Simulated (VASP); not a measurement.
# CaO (Fm-3m) in VASP: further runs, part 3 of 3

VASP 6.6.1. Earlier steps stand in the parts before.

### 5 Single point, PBE (volume scaled by 1.03)

INCAR reads:

```
PREC     = Accurate       # precision mode
ENCUT    = 520            # plane-wave cutoff, eV
EDIFF    = 1E-6           # SCF threshold, eV
ISMEAR   = 0              # smearing method
SIGMA    = 0.02           # smearing width, eV
LREAL    = False          # projectors in reciprocal space
LASPH    = True           # aspherical terms in the spheres
NELM     = 60             # most SCF steps
ALGO     = Normal         # electronic algorithm
ISIF     = 2              # what is computed and relaxed
LWAVE    = False          # write WAVECAR
LCHARG   = False          # write CHGCAR
GGA      = PE             # functional
NBANDS   = 15             # bands
```

KPOINTS reads:

```
regular mesh
0
Gamma
  8 8 8
```

POSCAR reads:

```
CaO
1.0
    0.0000000000      2.4389689807      2.4389689807
    2.4389689807      0.0000000000      2.4389689807
    2.4389689807      2.4389689807      0.0000000000
Ca O
1 1
Direct
    0.0000000000      0.0000000000      0.0000000000
    0.5000000000      0.5000000000      0.5000000000
```

Potentials or basis: VASP PAW PBE potentials, release 64 (Ca_sv, O).

The run is started by

```sh
$ cat potpaw_PBE.64/Ca_sv/POTCAR potpaw_PBE.64/O/POTCAR > POTCAR
$ mpirun -np 1 vasp_std > vasp.out
```

OUTCAR:

```text
PREC = Accurate
   ENCUT = 520
   EDIFF = 1E-6
   ISMEAR = 0
   LREAL = False
   LASPH = True
   NELM = 60
   ISIF = 2
   GGA = PE

 ion  position               nearest neighbor table
   1  0.000  0.000  0.000-   2 2.44   2 2.44   2 2.44   2 2.44   2 2.44   2 2.44
   2  0.500  0.500  0.500-   1 2.44   1 2.44   1 2.44   1 2.44   1 2.44   1 2.44

  LATTYP: Found a face centered cubic cell.
 ALAT       =     4.8779379614

  Lattice vectors:

 A1 = (   0.0000000000,   2.4389689807,   2.4389689807)
 A2 = (   2.4389689807,   0.0000000000,   2.4389689807)
 A3 = (   2.4389689807,   2.4389689807,   0.0000000000)

Analysis of symmetry for initial positions (statically):
[... 5 lines left out ...]
 face centered cubic supercell.

 Subroutine GETGRP returns: Found 48 space group operations
 (whereof 48 operations were pure point group operations)
 out of a pool of 48 trial point group operations.

The static configuration has the point symmetry O_h .

Analysis of symmetry for dynamics (positions and initial velocities):
[... 5 lines left out ...]
 face centered cubic supercell.

 Subroutine GETGRP returns: Found 48 space group operations
 (whereof 48 operations were pure point group operations)
 out of a pool of 48 trial point group operations.

The dynamic configuration has the point symmetry O_h .

 Subroutine INISYM returns: Found 48 space group operations
 (whereof 48 operations are pure point group operations),
 and found     1 'primitive' translations

----------------------------------------------------------------------------------------

                                     Primitive cell

  volume of cell :      29.0168

  direct lattice vectors                    reciprocal lattice vectors
     0.000000000  2.438968981  2.438968981    -0.205004657  0.205004657  0.205004657
     2.438968981  0.000000000  2.438968981     0.205004657 -0.205004657  0.205004657
     2.438968981  2.438968981  0.000000000     0.205004657  0.205004657 -0.205004657

  length of vectors
     3.449223011  3.449223011  3.449223011     0.355078482  0.355078482  0.355078482

  position of ions in fractional coordinates (direct lattice)
     0.000000000  0.000000000  0.000000000
     0.500000000  0.500000000  0.500000000

  ion indices of the primitive-cell ions
   primitive index   ion index
                 1           1
                 2           2

----------------------------------------------------------------------------------------

 KPOINTS: regular mesh

Automatic generation of k-mesh.
 Grid dimensions read from file:
 generate k-points for:    8    8    8

 Generating k-lattice:

  Cartesian coordinates                     Fractional coordinates (reciprocal lattice)
    -0.025625582  0.025625582  0.025625582     0.125000000  0.000000000  0.000000000
     0.025625582 -0.025625582  0.025625582     0.000000000  0.125000000  0.000000000
     0.025625582  0.025625582 -0.025625582     0.000000000  0.000000000  0.125000000

  Length of vectors
     0.044384810  0.044384810  0.044384810

  Shift w.r.t. Gamma in fractional coordinates (k-lattice)
     0.000000000  0.000000000  0.000000000

 Subroutine IBZKPT returns following result:
 ===========================================

 Found     29 irreducible k-points:

 Following reciprocal coordinates:
            Coordinates               Weight
  0.000000  0.000000  0.000000      1.000000
  0.125000  0.000000  0.000000      8.000000
  0.250000  0.000000  0.000000      8.000000
  0.375000  0.000000  0.000000      8.000000
  0.500000  0.000000  0.000000      4.000000
  0.125000  0.125000  0.000000      6.000000
[... 16 lines left out ...]
  0.500000  0.250000  0.125000     48.000000
 -0.375000  0.250000  0.125000     24.000000
 [... further k-points ...]
   k-points           NKPTS =     29   k-points in BZ     NKDIM =     29   number of bands    NBANDS=     15
   number of dos      NEDOS =    301   number of ions     NIONS =      2
   total plane-waves  NPLWV =  21952
   dimension x,y,z NGX =    28 NGY =   28 NGZ =   28
   dimension x,y,z NGXF=    56 NGYF=   56 NGZF=   56
   ions per type =               1   1
   NGX,Y,Z   is equivalent  to a cutoff of  13.50, 13.50, 13.50 a.u.
   NGXF,Y,Z  is equivalent  to a cutoff of  26.99, 26.99, 26.99 a.u.
 SYSTEM =  unknown system
   PREC   = accura    normal or accurate (medium, high low for compatibility)
   ISTART =      0    job   : 0-new  1-cont  2-samecut
   ICHARG =      2    charge: 1-file 2-atom 10-const
   ISPIN  =      1    spin polarized calculation?
   LNONCOLLINEAR =      F non collinear calculations
   LSORBIT =      F    spin-orbit coupling
   LASPH  =      T    aspherical Exc in radial PAW
   ENCUT  =  520.0 eV  38.22 Ry    6.18 a.u.   6.41  6.41  6.41*2*pi/ulx,y,z
   NELM   =     60;   NELMIN=  2; NELMDL= -5     # of ELM steps
   EDIFF  = 0.1E-05   stopping-criterion for ELM
   LREAL  =      F    real-space projection
   EDIFFG = 0.1E-04   stopping-criterion for IOM
   NSW    =      0    number of steps for IOM
   IBRION =     -1    ionic relax: 0-MD 1-quasi-New 2-CG
   NFREE  =      0    steps in history (QN), initial steepest desc. (CG)
   ISIF   =      2    stress and relaxation
   ISYM   =      2    0-nonsym 1-usesym 2-fastsym
   POTIM  = 0.5000    time-step for ionic-motion
   TEBEG  =    0.0;   TEEND  =   0.0 temperature during run
   PSTRESS=    0.0 pullay stress
   NELECT =      16.0000    total number of electrons
   NUPDOWN=      -1.0000    fix difference up-down
   EMIN   =  10.00;   EMAX   =-10.00  energy-range for DOS
   EFERMI =   0.00;   METHOD = LEGACY
   ISMEAR =     0;   SIGMA  =   0.02  broadening in eV -4-tet -1-fermi 0-gaus
   EFERMI_NEDOS =   21; number of points for ismear=-14 and -15
   IALGO  =     38    algorithm
   IMIX   =      4    mixing-type and parameters
     AMIX     =   0.40;   BMIX     =  1.00
     AMIX_MAG =   1.60;   BMIX_MAG =  1.00
  volume/ion in A,a.u.               =      14.51        97.91
  Fermi-wavevector in a.u.,A,eV,Ry     =   1.342451  2.536865 24.520087  1.802176
  Thomas-Fermi vector in A             =   2.470604
   LORBIT       =      0    0 simple, 1 ext, 2 COOP (PROOUT), +10 PAW based schemes
   GGA     = PE    functional components
   LHFCALC =     F    Hartree Fock is set to
   AEXX    =    0.0000 exact exchange contribution
   IVDW    =     0    specifies the selected vdW correction
   LEPSILON=     F    determine dielectric tensor
   LRPA    =     F    only Hartree local field effects (RPA)
 non-spin polarized calculation
 Gauss-broadening in eV      SIGMA  =   0.02
  energy-cutoff  :      520.00
  volume of cell :       29.02
 maximum number of plane-waves:       817
 NGX is ok and might be reduce to    28
   NGX = 13   NGY = 13   NGZ = 13

 number of electron      16.0000004 magnetization

 Free energy of the ion-electron system (eV)
  ---------------------------------------------------
  ext. energy  EPLUGINS =         0.00000000
  ---------------------------------------------------
  free energy    TOTEN  =       -12.80120847 eV

  energy without entropy =      -12.80120847  energy(sigma->0) =      -12.80120847

 E-fermi :   2.3334     XC(G=0): -10.2614

 val. band max:        2.1049637151   @ k =   0.0000   0.0000   0.0000
 cond. band min:       5.7480668058   @ k =   0.5000   0.5000   0.0000
 fundamental gap:      3.6431030907
 Fermi energy:         2.3333992481

 k-point     1 :       0.0000    0.0000    0.0000
  band No.  band energies     occupation
      1     -35.7176      2.00000
      2     -16.5107      2.00000
      3     -16.5107      2.00000
      4     -16.5107      2.00000
      5     -13.3419      2.00000
      6       2.1050      2.00000
      7       2.1050      2.00000
      8       2.1050      2.00000
      9       6.4675      0.00000
     10       8.2181      0.00000
     11       8.2181      0.00000
     12       8.2181      0.00000
     13       9.6460      0.00000
     14       9.6460      0.00000
     15      16.8976      0.00000
[... 397 lines left out ...]
 k-point    24 :      -0.3750    0.2500    0.1250
  band No.  band energies     occupation
      1     -35.6205      2.00000
      2     -17.2500      2.00000
      3     -16.7162      2.00000
      4     -16.6191      2.00000
      5     -12.5515      2.00000
      6       0.1230      2.00000
      7       1.0199      2.00000
      8       1.1098      2.00000
      9       8.6779      0.00000
     10       8.7546      0.00000
     11      10.6015      0.00000
     12      10.7106      0.00000
     13      11.9610      0.00000
     14      13.5955      0.00000
     15      15.3601      0.00000

 [... further k-points ...]
[... 5 lines left out ...]
  --------------------------------------------------------------------------------------
  -------------------------------------------------------------------------------------
  Total       -0.4381362     -0.4381362     -0.4381362     -0.0000000      0.0000000     -0.0000000
  in kB      -24.1919525    -24.1919525    -24.1919525     -0.0000000      0.0000000     -0.0000000
  external PRESSURE =     -24.1919525 kB  Pullay stress =       0.0000000 kB

 VOLUME and BASIS-vectors are now :
 -----------------------------------------------------------------------------
  energy-cutoff  :      520.00
  volume of cell :       29.02
      direct lattice vectors                 reciprocal lattice vectors
     0.000000000  2.438968981  2.438968981    -0.205004657  0.205004657  0.205004657
     2.438968981  0.000000000  2.438968981     0.205004657 -0.205004657  0.205004657
     2.438968981  2.438968981  0.000000000     0.205004657  0.205004657 -0.205004657

 POSITION                                       TOTAL-FORCE (eV/Angst)
 -----------------------------------------------------------------------------------
      0.00000      0.00000      0.00000         0.000000      0.000000      0.000000
      2.43897      2.43897      2.43897        -0.000000     -0.000000     -0.000000
 -----------------------------------------------------------------------------------
    total drift:                                0.000000      0.000000      0.000000

  FREE ENERGIE OF THE ION-ELECTRON SYSTEM (eV)
  ---------------------------------------------------
  free  energy   TOTEN  =       -12.8012084670 eV

  energy  without entropy=      -12.8012084670  energy(sigma->0) =      -12.80120847
```

Wall time 15 s (1 thread of AMD EPYC 9R45 (Zen 5), shared host); peak memory 0.12 GiB.

What came out:

```yaml
Free_energy: -12.8012 eV
Pressure: -2.4 GPa
Band_gap_on_the_k_mesh: 3.64 eV, indirect (least direct gap 4.02 eV)
```

Levels at points of the mesh, in eV from the valence-band top:
| k point | band 6 | band 7 | band 8 | band 9 | band 10 | band 11 |
| --- | --- | --- | --- | --- | --- | --- |
| (0.00, 0.00, 0.00) | 0.00 | 0.00 | 0.00 | 4.36 | 6.11 | 6.11 |
| (0.50, 0.00, 0.00) | -2.54 | -1.12 | -1.12 | 6.84 | 8.11 | 8.11 |
| (0.50, 0.50, 0.00) | -1.32 | -0.38 | -0.38 | 3.64 | 7.72 | 8.64 |

### 6 The runs side by side

```tsv
cell	gap on the mesh (eV)	pressure (GPa)
a = 3.415 Å, angles 60.0°, 2 atoms	3.64	0.6
a = 3.346 Å, angles 60.0°, 2 atoms	3.62	8.2
a = 3.381 Å, angles 60.0°, 2 atoms	3.63	4.1
a = 3.449 Å, angles 60.0°, 2 atoms	3.64	-2.4
```

Alike in all rows: task single point; level PBE; potentials or basis VASP PAW PBE potentials, release 64 (Ca_sv, O); no spin polarisation; k mesh 8 × 8 × 8; cutoff (eV) 520; smearing gaussian 0.02 eV.

Total energies depend on the potentials used, so only differences within one code and one set of settings carry meaning.
